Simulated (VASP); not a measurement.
# NaF (P6_3/mmc) in VASP: single point with PBE

Aim: the single point of NaF with PBE.

Program: VASP 6.6.1. These are calculated values, not measurements. Logs are shortened: lines on timing, memory, paths and dates and some standing lists are left out, and cuts for length are marked.

## 1. The cell of the first run

It takes space group P6_3/mmc (No. 194, hexagonal). The conventional cell has a = 3.942 Å, b = 3.942 Å, c = 4.656 Å, α = 90.00°, β = 90.00°, γ = 120.00°. Within 3.0 Å of Na (site symmetry -6m2) lie 5 F at 2.28 to 2.33 Å. Within 3.0 Å of F (site symmetry -6m2) lie 5 Na at 2.28 to 2.33 Å.

The cell was generated, and may not be a known phase.

## 2. Single point, PBE

INCAR reads:

```
  PREC = Accurate
  ENCUT = 520
  EDIFF = 1E-7
  ISMEAR = 0
  SIGMA = 0.02
  LREAL = False
  LASPH = True
  NELM = 80
  ALGO = Normal
  ISIF = 2
  LWAVE = False
  LCHARG = True
  GGA = PE
  LELF = True
  LVHAR = True
  NBANDS = 22
```

KPOINTS reads:

```
regular mesh
0
Gamma
  9 9 4
```

POSCAR reads:

```
NaF
1.0
    3.9421902262      0.0000000000      0.0000000000
   -1.9710951131      3.4140368824      0.0000000000
    0.0000000000      0.0000000000      4.6557054212
Na F
2 2
Direct
    0.3333333333      0.6666666667      0.9999998644
    0.6666666667      0.3333333333      0.4999998644
    0.6666666667      0.3333333333      0.0000001356
    0.3333333333      0.6666666667      0.5000001356
```

Potentials or basis: VASP PAW PBE potentials, release 64 (Na_pv, F).

On the command line:

```sh
cat potpaw_PBE.64/Na_pv/POTCAR potpaw_PBE.64/F/POTCAR > POTCAR
mpirun -np 1 vasp_std > vasp.out
```

OUTCAR:

```text
PREC = Accurate
   ENCUT = 520
   EDIFF = 1E-7
   ISMEAR = 0
   LREAL = False
   LASPH = True
   NELM = 80
   ISIF = 2
   GGA = PE

 ion  position               nearest neighbor table
   1  0.333  0.667  1.000-   3 2.28   3 2.28   3 2.28   4 2.33   4 2.33
   2  0.667  0.333  0.500-   4 2.28   4 2.28   4 2.28   3 2.33   3 2.33
   3  0.667  0.333  0.000-   1 2.28   1 2.28   1 2.28   2 2.33   2 2.33
   4  0.333  0.667  0.500-   2 2.28   2 2.28   2 2.28   1 2.33   1 2.33

  LATTYP: Found a hexagonal cell.
 ALAT       =     3.9421902262
 C/A-ratio  =     1.1809946132

  Lattice vectors:

 A1 = (   3.9421902262,   0.0000000000,   0.0000000000)
 A2 = (  -1.9710951131,   3.4140368824,   0.0000000000)
 A3 = (   0.0000000000,   0.0000000000,   4.6557054212)

Analysis of symmetry for initial positions (statically):
=====================================================================
 Subroutine PRICEL returns:
 Original cell was already a primitive cell.

 Routine SETGRP: Setting up the symmetry group for a
 hexagonal supercell.

 Subroutine GETGRP returns: Found 24 space group operations
 (whereof 12 operations were pure point group operations)
 out of a pool of 24 trial point group operations.

The static configuration has the point symmetry D_3h.
 The point group associated with its full space group is D_6h.

Analysis of symmetry for dynamics (positions and initial velocities):
=====================================================================
 Subroutine PRICEL returns:
 Original cell was already a primitive cell.

 Routine SETGRP: Setting up the symmetry group for a
 hexagonal supercell.

 Subroutine GETGRP returns: Found 24 space group operations
 (whereof 12 operations were pure point group operations)
 out of a pool of 24 trial point group operations.

The dynamic configuration has the point symmetry D_3h.
 The point group associated with its full space group is D_6h.

 Subroutine INISYM returns: Found 24 space group operations
 (whereof 12 operations are pure point group operations),
 and found     1 'primitive' translations

----------------------------------------------------------------------------------------

                                     Primitive cell

  volume of cell :      62.6601

  direct lattice vectors                    reciprocal lattice vectors
     3.942190226  0.000000000  0.000000000     0.253666095  0.146454188  0.000000000
[... 90 lines left out ...]
   EDIFF  = 0.1E-06   stopping-criterion for ELM
   LREAL  =      F    real-space projection
   EDIFFG = 0.1E-05   stopping-criterion for IOM
   NSW    =      0    number of steps for IOM
   IBRION =     -1    ionic relax: 0-MD 1-quasi-New 2-CG
   NFREE  =      0    steps in history (QN), initial steepest desc. (CG)
   ISIF   =      2    stress and relaxation
   ISYM   =      2    0-nonsym 1-usesym 2-fastsym
   POTIM  = 0.5000    time-step for ionic-motion
   TEBEG  =    0.0;   TEEND  =   0.0 temperature during run
   PSTRESS=    0.0 pullay stress
   NELECT =      28.0000    total number of electrons
   NUPDOWN=      -1.0000    fix difference up-down
   EMIN   =  10.00;   EMAX   =-10.00  energy-range for DOS
   EFERMI =   0.00;   METHOD = LEGACY
   ISMEAR =     0;   SIGMA  =   0.02  broadening in eV -4-tet -1-fermi 0-gaus
   EFERMI_NEDOS =   21; number of points for ismear=-14 and -15
   IALGO  =     38    algorithm
   IMIX   =      4    mixing-type and parameters
     AMIX     =   0.40;   BMIX     =  1.00
     AMIX_MAG =   1.60;   BMIX_MAG =  1.00
  volume/ion in A,a.u.               =      15.67       105.71
  Fermi-wavevector in a.u.,A,eV,Ry     =   1.251595  2.365171 21.313384  1.566490
  Thomas-Fermi vector in A             =   2.385535
   LORBIT       =      0    0 simple, 1 ext, 2 COOP (PROOUT), +10 PAW based schemes
   GGA     = PE    functional components
   LHFCALC =     F    Hartree Fock is set to
   AEXX    =    0.0000 exact exchange contribution
   IVDW    =     0    specifies the selected vdW correction
   LEPSILON=     F    determine dielectric tensor
   LRPA    =     F    only Hartree local field effects (RPA)
 non-spin polarized calculation
 Gauss-broadening in eV      SIGMA  =   0.02
  energy-cutoff  :      520.00
  volume of cell :       62.66
 maximum number of plane-waves:      1709
 NGX is ok and might be reduce to    30
   NGX = 15   NGY = 15   NGZ = 17

 number of electron      28.0000009 magnetization

 Free energy of the ion-electron system (eV)
  ---------------------------------------------------
  ext. energy  EPLUGINS =         0.00000000
  ---------------------------------------------------
  free energy    TOTEN  =       -16.99597448 eV

  energy without entropy =      -16.99597448  energy(sigma->0) =      -16.99597448

 E-fermi :  -2.8397     XC(G=0):  -7.8983

 val. band max:       -3.0057323418   @ k =   0.0000   0.0000   0.0000
 cond. band min:       2.4769628586   @ k =   0.0000   0.0000   0.0000
 fundamental gap:      5.4826952003
 Fermi energy:        -2.8397384293

 k-point     1 :       0.0000    0.0000    0.0000
  band No.  band energies     occupation
      1     -22.2575      2.00000
      2     -22.2225      2.00000
      3     -22.2225      2.00000
      4     -22.1819      2.00000
      5     -22.1819      2.00000
      6     -22.1453      2.00000
[... 589 lines left out ...]
     21      13.9303      0.00000
     22      16.3982      0.00000

 [... further k-points ...]

------------------------ aborting loop because EDIFF is reached ----------------------------------------

  FORCE on cell =-STRESS in cart. coord.  units (eV):
  Direction    XX          YY          ZZ          XY          YZ          ZX
  --------------------------------------------------------------------------------------
  -------------------------------------------------------------------------------------
  Total       -0.0288615     -0.0288615     -0.0395534     -0.0000000      0.0000000      0.0000000
  in kB       -0.7379688     -0.7379688     -1.0113547     -0.0000000      0.0000000      0.0000000
  external PRESSURE =      -0.8290974 kB  Pullay stress =       0.0000000 kB

 VOLUME and BASIS-vectors are now :
 -----------------------------------------------------------------------------
  energy-cutoff  :      520.00
  volume of cell :       62.66
      direct lattice vectors                 reciprocal lattice vectors
     3.942190226  0.000000000  0.000000000     0.253666095  0.146454188  0.000000000
    -1.971095113  3.414036882  0.000000000     0.000000000  0.292908376  0.000000000
     0.000000000  0.000000000  4.655705421     0.000000000  0.000000000  0.214790222

 POSITION                                       TOTAL-FORCE (eV/Angst)
 -----------------------------------------------------------------------------------
     -0.00000      2.27602      4.65570        -0.000000     -0.000000      0.000000
      1.97110      1.13801      2.32785         0.000000     -0.000000      0.000000
      1.97110      1.13801      0.00000         0.000000      0.000000      0.000000
     -0.00000      2.27602      2.32785         0.000000     -0.000000      0.000000
 -----------------------------------------------------------------------------------
    total drift:                               -0.000000      0.000000     -0.003339

  FREE ENERGIE OF THE ION-ELECTRON SYSTEM (eV)
  ---------------------------------------------------
  free  energy   TOTEN  =       -16.9959744792 eV

  energy  without entropy=      -16.9959744792  energy(sigma->0) =      -16.99597448
```

OSZICAR:

```text
N       E                     dE             d eps       ncg     rms          rms(c)
DAV:   1     0.319295253988E+03    0.31930E+03   -0.15131E+04  1584   0.151E+03
DAV:   2     0.105977889790E+02   -0.30870E+03   -0.29044E+03  1694   0.438E+02
DAV:   3    -0.186188794889E+02   -0.29217E+02   -0.29045E+02  1890   0.134E+02
DAV:   4    -0.192202581755E+02   -0.60138E+00   -0.60117E+00  1746   0.219E+01
DAV:   5    -0.192319982558E+02   -0.11740E-01   -0.11740E-01  1830   0.287E+00    0.821E+00
DAV:   6    -0.170245331066E+02    0.22075E+01   -0.86723E+00  2244   0.195E+01    0.284E+00
DAV:   7    -0.169826397493E+02    0.41893E-01   -0.91067E-02  1616   0.264E+00    0.166E+00
DAV:   8    -0.169896609706E+02   -0.70212E-02   -0.77793E-02  1590   0.443E+00    0.258E-01
DAV:   9    -0.169961525265E+02   -0.64916E-02   -0.17600E-02  1680   0.893E-01    0.215E-01
DAV:  10    -0.169959374401E+02    0.21509E-03   -0.38047E-03  2072   0.635E-01    0.250E-02
DAV:  11    -0.169959638507E+02   -0.26411E-04   -0.12013E-04  1806   0.124E-01    0.864E-03
DAV:  12    -0.169959739666E+02   -0.10116E-04   -0.21017E-05  1870   0.486E-02    0.164E-03
DAV:  13    -0.169959745417E+02   -0.57509E-06   -0.24551E-06  1854   0.231E-02    0.274E-03
DAV:  14    -0.169959744792E+02    0.62514E-07   -0.97638E-07  1932   0.102E-02
   1 F= -.16995974E+02 E0= -.16995974E+02  d E =-.422238E-34
```

stdout:

```text
POSCAR found type information on POSCAR NaF
 POSCAR found :  2 types and       4 ions
 scaLAPACK will be used
 LDA part: xc-table for (Slater+PW92), standard interpolation
 POSCAR, INCAR and KPOINTS ok, starting setup
 FFT: planning ... GRIDC
 FFT: planning ... GRID_SOFT
 FFT: planning ... GRID
 WAVECAR not read
 entering main loop
```

Wall time 33 s (1 thread of Intel Xeon Platinum 8488C (Sapphire Rapids), shared host); peak memory 0.19 GiB.

What came out:

```
Free energy            : -16.9960 eV
Pressure               : -0.1 GPa
Band gap on the k mesh : 5.48 eV
```

A k mesh can miss the band edges.
